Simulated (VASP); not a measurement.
Crystal: ScAl7N8.

```xyz
16
Lattice="6.2990 0.0000 0.0000 -3.1495 5.4551 0.0000 0.0000 0.0000 4.9695" Properties=species:S:1:pos:R:3 pbc="T T T"
Al    0.0000    1.8184    0.0000
Al   -1.5747    4.5459    0.0000
Al    1.5748    4.5459    0.0000
Al    1.5747    0.9092    2.4848
Al    0.0000    3.6367    2.4848
Al    4.7242    0.9092    2.4848
Al    3.1495    3.6367    2.4848
Sc    3.1495    1.8184    0.0000
N     0.0000    1.8184    1.8983
N    -1.5747    4.5459    1.8983
N     3.1495    1.8184    1.8983
N     1.5748    4.5459    1.8983
N     1.5747    0.9092    4.3831
N     0.0000    3.6367    4.3831
N     4.7242    0.9092    4.3831
N     3.1495    3.6367    4.3831
```

* Program: VASP 6.6.1
* Task: relaxation of cell and atoms
* Functional: LDA
* Potentials or basis: VASP PAW LDA potentials, release 64 (Al, Sc_sv, N)
* Cutoff: 600 eV
* k mesh: 4 × 4 × 5
* Occupations: gaussian, width 0.02 eV
* Spin: no spin polarisation

At the start: pressure 1.6 GPa; volume 10.67 Å³/atom.

**Question.** How do energy, volume and symmetry change on relaxing?

**Answer.** Over 14 steps the energy falls by 55.4 meV/atom and the volume is 10.65 Å³/atom (-0.2 %); space group P3m1 (No. 156, to 0.1 Å) before and after.

Step by step:
| step | energy change (eV) | largest force (eV/Å) | pressure (GPa) | volume (Å³) |
| --- | --- | --- | --- | --- |
| 1 | 0.0000 | 3.7609 | 1.56 | 170.76 |
| 2 | -0.7005 | 1.3051 | -3.26 | 173.34 |
| 3 | -0.8238 | 0.6709 | -2.34 | 172.56 |
| 4 | -0.8739 | 0.1805 | 1.71 | 169.04 |
| 5 | -0.8801 | 0.1821 | 0.67 | 169.90 |
| 6 | -0.8845 | 0.0640 | -0.22 | 170.60 |
| 7 | -0.8846 | 0.0739 | -0.12 | 170.51 |
| 8 | -0.8854 | 0.0297 | -0.04 | 170.43 |
| 9 | -0.8855 | 0.0371 | -0.01 | 170.39 |
| 10 | -0.8857 | 0.0205 | 0.03 | 170.35 |
| 11 | -0.8857 | 0.0191 | 0.03 | 170.34 |
| 12 | -0.8857 | 0.0057 | -0.02 | 170.38 |
| 13 | -0.8857 | 0.0040 | -0.01 | 170.38 |
| 14 | -0.8857 | 0.0017 | 0.01 | 170.36 |

Final structure:
```
CELL_PARAMETERS angstrom
6.29118 0.00000 0.00000
-3.14559 5.44832 0.00000
0.00000 0.00000 4.97028
ATOMIC_POSITIONS crystal
Al 0.16623 0.33246 0.99868
Al 0.16623 0.83377 0.99868
Al 0.66754 0.83377 0.99868
Al 0.32703 0.16351 0.50060
Al 0.33333 0.66667 0.49796
Al 0.83649 0.16351 0.50060
Al 0.83649 0.67297 0.50060
Sc 0.66667 0.33333 0.99093
N 0.16740 0.33479 0.38019
N 0.16740 0.83260 0.38019
N 0.66667 0.33333 0.41502
N 0.66521 0.83260 0.38019
N 0.31176 0.15588 0.87725
N 0.33333 0.66667 0.88191
N 0.84412 0.15588 0.87725
N 0.84412 0.68824 0.87725
```
